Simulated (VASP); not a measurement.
# MgI2 (Cm) in VASP: notebook

The runs below take MgI2 through single point, with PBE.

Everything below comes from runs of VASP 6.6.1. Logs are shortened: lines on timing, memory, paths and dates and some standing lists are left out, and cuts for length are marked.

### Step 1. The cell of the first run

The structure is monoclinic, space group Cm (No. 8). The conventional cell has a = 7.194 Å, b = 4.154 Å, c = 6.862 Å, α = 90.00°, β = 90.00°, γ = 90.00°. Mg (site symmetry m) has 6 I at 2.83 to 3.01 Å within 3.7 Å. I (site symmetry m) has 3 Mg at 2.83 to 2.92 Å within 3.7 Å. Within 3.8 Å of I (site symmetry m) lie 3 Mg at 2.92 to 3.01 Å.

### Step 2. Single point, PBE

The input, INCAR:

```
SYSTEM = MgI2
PREC = Accurate
ENCUT = 520
EDIFF = 1E-7
ISMEAR = 0
SIGMA = 0.05
LREAL = .False.
LASPH = .True.
NELM = 60
ALGO = Normal
ISIF = 2
LWAVE = .False.
LCHARG = .False.
GGA = PE
NBANDS = 15
```

The input, KPOINTS:

```
Automatic mesh
0
Gamma
  6 6 4
  0 0 0
```

The input, POSCAR:

```
MgI2
1.0
    4.1537001214      0.0000000000      0.0000000000
   -2.0768500607      3.5972098248      0.0000000000
    0.0000000000      0.0000000000      6.8620000000
Mg I
1 2
Direct
    0.0000000000      0.0000000000      0.0000000000
    0.3130113049      0.6565056524      0.7724063501
    0.6463446382      0.3231723191      0.2571463501
```

Potentials or basis: VASP PAW PBE potentials, release 64 (Mg, I).

Started as:

```sh
> cat potpaw_PBE.64/Mg/POTCAR potpaw_PBE.64/I/POTCAR > POTCAR
> mpirun -np 1 vasp_std > vasp.out
```

OUTCAR:

```text
SYSTEM = MgI2
   PREC = Accurate
   ENCUT = 520
   EDIFF = 1E-7
   ISMEAR = 0
   LREAL = .False.
   LASPH = .True.
   NELM = 60
   ISIF = 2
   GGA = PE

 ion  position               nearest neighbor table
   1  0.000  0.000  0.000-   2 2.83   2 2.83   3 2.92   2 2.92   3 3.01   3 3.01
   2  0.313  0.657  0.772-   1 2.83   1 2.83   1 2.92
   3  0.646  0.323  0.257-   1 2.92   1 3.01   1 3.01

  LATTYP: Found a hexagonal cell.
 ALAT       =     4.1537001214
 C/A-ratio  =     1.6520210413

  Lattice vectors:

 A1 = (   4.1537001214,   0.0000000000,   0.0000000000)
 A2 = (  -2.0768500607,   3.5972098248,   0.0000000000)
 A3 = (   0.0000000000,   0.0000000000,   6.8620000000)

Analysis of symmetry for initial positions (statically):
=====================================================================
 Subroutine PRICEL returns:
 Original cell was already a primitive cell.

 Routine SETGRP: Setting up the symmetry group for a
 hexagonal supercell.

 Subroutine GETGRP returns: Found  2 space group operations
 (whereof  2 operations were pure point group operations)
 out of a pool of 24 trial point group operations.

The static configuration has the point symmetry C_1h.

Analysis of symmetry for dynamics (positions and initial velocities):
=====================================================================
 Subroutine PRICEL returns:
 Original cell was already a primitive cell.

 Routine SETGRP: Setting up the symmetry group for a
 hexagonal supercell.

 Subroutine GETGRP returns: Found  2 space group operations
 (whereof  2 operations were pure point group operations)
 out of a pool of 24 trial point group operations.

The dynamic configuration has the point symmetry C_1h.

 Subroutine INISYM returns: Found  2 space group operations
 (whereof  2 operations are pure point group operations),
 and found     1 'primitive' translations

----------------------------------------------------------------------------------------

                                     Primitive cell

  volume of cell :     102.5302

  direct lattice vectors                    reciprocal lattice vectors
     4.153700121  0.000000000  0.000000000     0.240749205  0.138996618  0.000000000
    -2.076850061  3.597209825  0.000000000     0.000000000  0.277993236  0.000000000
     0.000000000  0.000000000  6.862000000     0.000000000  0.000000000  0.145730108

  length of vectors
     4.153700121  4.153700121  6.862000000     0.277993236  0.277993236  0.145730108

  position of ions in fractional coordinates (direct lattice)
     0.000000000  0.000000000  0.000000000
     0.313011305  0.656505652  0.772406350
     0.646344638  0.323172319  0.257146350

  ion indices of the primitive-cell ions
   primitive index   ion index
                 1           1
                 2           2
                 3           3

----------------------------------------------------------------------------------------

 KPOINTS: Automatic mesh

Automatic generation of k-mesh.
 Grid dimensions read from file:
 generate k-points for:    6    6    4

 Generating k-lattice:

  Cartesian coordinates                     Fractional coordinates (reciprocal lattice)
     0.040124867  0.023166103  0.000000000     0.166666667 -0.000000000  0.000000000
     0.000000000  0.046332206  0.000000000     0.000000000  0.166666667  0.000000000
     0.000000000  0.000000000  0.036432527     0.000000000  0.000000000  0.250000000

  Length of vectors
     0.046332206  0.046332206  0.036432527

  Shift w.r.t. Gamma in fractional coordinates (k-lattice)
     0.000000000  0.000000000  0.000000000

 Subroutine IBZKPT returns following result:
 ===========================================

 Found     47 irreducible k-points:

 Following reciprocal coordinates:
            Coordinates               Weight
  0.000000  0.000000  0.000000      1.000000
  0.166667  0.000000  0.000000      2.000000
  0.000000  0.166667  0.000000      4.000000
  0.333333  0.000000  0.000000      2.000000
  0.000000  0.333333  0.000000      4.000000
  0.500000  0.000000  0.000000      1.000000
[... 16 lines left out ...]
  0.500000  0.000000  0.250000      2.000000
  0.000000  0.500000  0.250000      4.000000
 [... further k-points ...]
   k-points           NKPTS =     47   k-points in BZ     NKDIM =     47   number of bands    NBANDS=     15
   number of dos      NEDOS =    301   number of ions     NIONS =      3
   total plane-waves  NPLWV =  55296
   dimension x,y,z NGX =    32 NGY =   32 NGZ =   54
   dimension x,y,z NGXF=    64 NGYF=   64 NGZF=  108
   ions per type =               1   2
   NGX,Y,Z   is equivalent  to a cutoff of  12.81, 12.81, 13.08 a.u.
   NGXF,Y,Z  is equivalent  to a cutoff of  25.62, 25.62, 26.17 a.u.
 SYSTEM =  MgI2
   PREC   = accura    normal or accurate (medium, high low for compatibility)
   ISTART =      0    job   : 0-new  1-cont  2-samecut
   ICHARG =      2    charge: 1-file 2-atom 10-const
   ISPIN  =      1    spin polarized calculation?
   LNONCOLLINEAR =      F non collinear calculations
   LSORBIT =      F    spin-orbit coupling
   LASPH  =      T    aspherical Exc in radial PAW
   ENCUT  =  520.0 eV  38.22 Ry    6.18 a.u.   7.72  7.72 12.76*2*pi/ulx,y,z
   NELM   =     60;   NELMIN=  2; NELMDL= -5     # of ELM steps
   EDIFF  = 0.1E-06   stopping-criterion for ELM
   LREAL  =      F    real-space projection
   EDIFFG = 0.1E-05   stopping-criterion for IOM
   NSW    =      0    number of steps for IOM
   IBRION =     -1    ionic relax: 0-MD 1-quasi-New 2-CG
   NFREE  =      0    steps in history (QN), initial steepest desc. (CG)
   ISIF   =      2    stress and relaxation
   ISYM   =      2    0-nonsym 1-usesym 2-fastsym
   POTIM  = 0.5000    time-step for ionic-motion
   TEBEG  =    0.0;   TEEND  =   0.0 temperature during run
   PSTRESS=    0.0 pullay stress
   NELECT =      16.0000    total number of electrons
   NUPDOWN=      -1.0000    fix difference up-down
   EMIN   =  10.00;   EMAX   =-10.00  energy-range for DOS
   EFERMI =   0.00;   METHOD = LEGACY
   ISMEAR =     0;   SIGMA  =   0.05  broadening in eV -4-tet -1-fermi 0-gaus
   EFERMI_NEDOS =   21; number of points for ismear=-14 and -15
   IALGO  =     38    algorithm
   IMIX   =      4    mixing-type and parameters
     AMIX     =   0.40;   BMIX     =  1.00
     AMIX_MAG =   1.60;   BMIX_MAG =  1.00
  volume/ion in A,a.u.               =      34.18       230.64
  Fermi-wavevector in a.u.,A,eV,Ry     =   0.881382  1.665571 10.569477  0.776835
  Thomas-Fermi vector in A             =   2.001871
   LORBIT       =      0    0 simple, 1 ext, 2 COOP (PROOUT), +10 PAW based schemes
   GGA     = PE    functional components
   LHFCALC =     F    Hartree Fock is set to
   AEXX    =    0.0000 exact exchange contribution
   IVDW    =     0    specifies the selected vdW correction
   LEPSILON=     F    determine dielectric tensor
   LRPA    =     F    only Hartree local field effects (RPA)
 non-spin polarized calculation
 Gauss-broadening in eV      SIGMA  =   0.05
  energy-cutoff  :      520.00
  volume of cell :      102.53
 maximum number of plane-waves:      2798
   NGX = 15   NGY = 15   NGZ = 25

 number of electron      16.0000000 magnetization

 Free energy of the ion-electron system (eV)
  ---------------------------------------------------
  ext. energy  EPLUGINS =         0.00000000
  ---------------------------------------------------
  free energy    TOTEN  =        -7.65976009 eV

  energy without entropy =       -7.65976009  energy(sigma->0) =       -7.65976009

 E-fermi :   2.6016     XC(G=0):  -8.2131

 val. band max:        2.4004015954   @ k =   0.0000   0.0000   0.0000
 cond. band min:       5.8196716567   @ k =   0.5000   0.0000   0.2500
 fundamental gap:      3.4192700613
 Fermi energy:         2.6015842442

 k-point     1 :       0.0000    0.0000    0.0000
  band No.  band energies     occupation
      1      -9.8469      2.00000
      2      -8.9820      2.00000
      3      -1.2318      2.00000
      4       1.6620      2.00000
      5       1.7373      2.00000
      6       2.3226      2.00000
      7       2.3562      2.00000
      8       2.4004      2.00000
      9       5.9831      0.00000
     10       7.0901      0.00000
     11       8.9345      0.00000
     12       8.9744      0.00000
     13       9.7989      0.00000
     14      10.4659      0.00000
     15      10.5125      0.00000

 k-point     2 :       0.1667    0.0000    0.0000
  band No.  band energies     occupation
      1      -9.7118      2.00000
      2      -8.9050      2.00000
      3      -1.0392      2.00000
      4       0.7703      2.00000
      5       1.4013      2.00000
      6       1.4738      2.00000
      7       2.2318      2.00000
      8       2.2974      2.00000
      9       6.8538      0.00000
     10       7.6936      0.00000
     11       8.4975      0.00000
     12       9.3550      0.00000
     13       9.5155      0.00000
     14      10.3359      0.00000
     15      10.8125      0.00000

 k-point     3 :       0.0000    0.1667    0.0000
  band No.  band energies     occupation
      1      -9.7110      2.00000
      2      -8.9055      2.00000
      3      -1.0397      2.00000
      4       0.7221      2.00000
      5       1.4454      2.00000
      6       1.5066      2.00000
      7       2.2263      2.00000
      8       2.2765      2.00000
      9       6.8555      0.00000
     10       7.7126      0.00000
     11       8.4911      0.00000
     12       9.3348      0.00000
     13       9.5036      0.00000
     14      10.3248      0.00000
     15      10.8219      0.00000

 k-point     4 :       0.3333    0.0000    0.0000
  band No.  band energies     occupation
      1      -9.4010      2.00000
      2      -8.7549      2.00000
      3      -0.9061      2.00000
      4      -0.3080      2.00000
      5       0.4069      2.00000
      6       0.9901      2.00000
      7       1.8492      2.00000
      8       2.0593      2.00000
      9       6.3362      0.00000
     10       7.7123      0.00000
     11       8.3213      0.00000
     12       9.4001      0.00000
     13       9.9238      0.00000
     14      11.0319      0.00000
     15      11.3755      0.00000
[... 307 lines left out ...]
 k-point    22 :      -0.3333    0.0000    0.2500
  band No.  band energies     occupation
      1      -9.3746      2.00000
      2      -8.7884      2.00000
      3      -0.8419      2.00000
      4      -0.5060      2.00000
      5       0.6526      2.00000
      6       1.0392      2.00000
      7       1.8136      2.00000
      8       1.9813      2.00000
      9       6.4015      0.00000
     10       7.3924      0.00000
     11       8.6910      0.00000
     12       9.0048      0.00000
     13       9.5674      0.00000
     14      11.3686      0.00000
     15      12.2901      0.00000

 k-point    23 :       0.5000    0.0000    0.2500
  band No.  band energies     occupation
      1      -9.2044      2.00000
      2      -8.6984      2.00000
      3      -1.4100      2.00000
      4      -0.6638      2.00000
      5       0.7489      2.00000
      6       0.8725      2.00000
      7       1.5744      2.00000
      8       1.8479      2.00000
      9       5.8197      0.00000
     10       7.3118      0.00000
     11       8.4588      0.00000
     12       9.0136      0.00000
     13       9.5871      0.00000
     14      11.2587      0.00000
     15      13.1819      0.00000

 k-point    24 :       0.0000    0.5000    0.2500
  band No.  band energies     occupation
      1      -9.1990      2.00000
      2      -8.7029      2.00000
      3      -1.4500      2.00000
      4      -0.6379      2.00000
      5       0.7483      2.00000
      6       0.9066      2.00000
      7       1.5729      2.00000
      8       1.8307      2.00000
      9       5.8232      0.00000
     10       7.3359      0.00000
     11       8.4334      0.00000
     12       9.0167      0.00000
     13       9.5957      0.00000
     14      11.2576      0.00000
     15      13.1765      0.00000

 [... further k-points ...]

------------------------ aborting loop because EDIFF is reached ----------------------------------------

  FORCE on cell =-STRESS in cart. coord.  units (eV):
  Direction    XX          YY          ZZ          XY          YZ          ZX
  --------------------------------------------------------------------------------------
  -------------------------------------------------------------------------------------
  Total        0.7998046      0.8820081      0.9027999     -0.0711904     -0.0328109     -0.0568301
  in kB       12.4980670     13.7826127     14.1075133     -1.1124492     -0.5127162     -0.8880505
  external PRESSURE =      13.4627310 kB  Pullay stress =       0.0000000 kB

 VOLUME and BASIS-vectors are now :
 -----------------------------------------------------------------------------
  energy-cutoff  :      520.00
  volume of cell :      102.53
      direct lattice vectors                 reciprocal lattice vectors
     4.153700121  0.000000000  0.000000000     0.240749205  0.138996618  0.000000000
    -2.076850061  3.597209825  0.000000000     0.000000000  0.277993236  0.000000000
     0.000000000  0.000000000  6.862000000     0.000000000  0.000000000  0.145730108

 POSITION                                       TOTAL-FORCE (eV/Angst)
 -----------------------------------------------------------------------------------
      0.00000      0.00000      0.00000        -0.161197     -0.093067      0.572532
     -0.06331      2.36159      5.30025         0.102555      0.059210     -0.341831
      2.01354      1.16252      1.76454         0.058642      0.033857     -0.230701
 -----------------------------------------------------------------------------------
    total drift:                               -0.000046     -0.000026      0.000026

  FREE ENERGIE OF THE ION-ELECTRON SYSTEM (eV)
  ---------------------------------------------------
  free  energy   TOTEN  =        -7.6597600856 eV

  energy  without entropy=       -7.6597600856  energy(sigma->0) =       -7.65976009
```

Run time: 88 s. Hardware: 1 thread of Intel Xeon 8259CL, shared host; peak memory 0.26 GiB.

What came out:

* Free energy: -7.6598 eV
* Pressure: 1.3 GPa
* Largest force: 0.602 eV/Å
* Band gap on the k mesh: 3.42 eV (least direct gap 3.58 eV)

Forces in eV/Å, atoms in the order of the input:
```
Mg  -0.161 -0.093  0.573
I    0.103  0.059 -0.342
I    0.059  0.034 -0.231
```

Stress tensor (GPa, compression positive):
```
 1.25 -0.11 -0.09
-0.11  1.38 -0.05
-0.09 -0.05  1.41
```

Caveat: the cell differs from its parent crystal (all I atoms moved +0.125 Å, as atom 2 towards its neighbour atom 3 (I) at 4.101 Å); spin-orbit coupling is left out, which moves the levels of the heavy elements; this functional lacks dispersion, which binds the layers, so the pressure and a relaxed spacing across them are unreliable.

### Step 3. Single point, PBE

The input, INCAR:

```
SYSTEM = MgI2
PREC = Accurate
ENCUT = 520
EDIFF = 1E-6
ISMEAR = 0
SIGMA = 0.05
LREAL = .False.
LASPH = .True.
NELM = 60
ALGO = Normal
ISIF = 2
LWAVE = .False.
LCHARG = .True.
GGA = PE
LELF = .True.
LVHAR = .True.
NBANDS = 15
```

KPOINTS is that of step 2.

The input, POSCAR:

```
MgI2
1.0
    4.1537001214      0.0000000000      0.0000000000
   -2.0768500607      3.5972098248      0.0000000000
    0.0000000000      0.0000000000      6.8620000000
Mg I
1 2
Direct
    0.0000000000      0.0000000000      0.0000000000
    0.3231723191      0.6615861595      0.7650181751
    0.6565056524      0.3282528262      0.2497581751
```

Potentials or basis: VASP PAW PBE potentials, release 64 (Mg, I).

Started as:

```sh
> cat potpaw_PBE.64/Mg/POTCAR potpaw_PBE.64/I/POTCAR > POTCAR
> mpirun -np 1 vasp_std > vasp.out
```

Run time: 94 s. Hardware: 1 thread of Intel Xeon 8259CL, shared host; peak memory 0.26 GiB.

Results (log left out):

```
Free energy            : -7.6866 eV
Pressure               : 1.2 GPa
Largest force          : 0.300 eV/Å
Band gap on the k mesh : 3.50 eV (least direct gap 3.68 eV)
```

Forces on the atoms (eV/Å):
```
Mg  -0.080 -0.046  0.285
I    0.045  0.026 -0.178
I    0.034  0.020 -0.108
```

Stress tensor (GPa, compression positive):
```
 1.16 -0.03 -0.02
-0.03  1.19 -0.01
-0.02 -0.01  1.39
```

Levels at points of the mesh, in eV from the valence-band top:
```tsv
k point	band 4	band 5	band 6	band 7	band 8	band 9	band 10	band 11	band 12	band 13
(0.00, 0.00, 0.00)	-0.54	-0.51	-0.06	-0.04	0.00	3.68	4.75	6.65	6.66	7.47
(0.50, 0.00, 0.00)	-2.82	-1.88	-1.44	-0.92	-0.45	3.61	5.26	5.56	6.93	8.00
(0.00, 0.50, 0.00)	-2.82	-1.88	-1.43	-0.92	-0.46	3.61	5.28	5.53	6.93	8.00
(0.00, 0.00, 0.50)	-1.45	-0.47	-0.44	-0.14	-0.11	4.58	4.88	6.47	6.48	7.79
(0.50, 0.00, 0.50)	-3.21	-1.28	-1.15	-0.81	-0.68	3.52	5.17	5.67	6.08	7.71
(0.00, 0.50, 0.50)	-3.20	-1.27	-1.15	-0.81	-0.68	3.52	5.18	5.68	6.07	7.71
```

Caveat: the cell differs from its parent crystal (all I atoms moved +0.062 Å, as atom 2 towards its neighbour atom 3 (I) at 4.101 Å); spin-orbit coupling is left out, which moves the levels of the heavy elements; this functional lacks dispersion, which binds the layers, so the pressure and a relaxed spacing across them are unreliable.
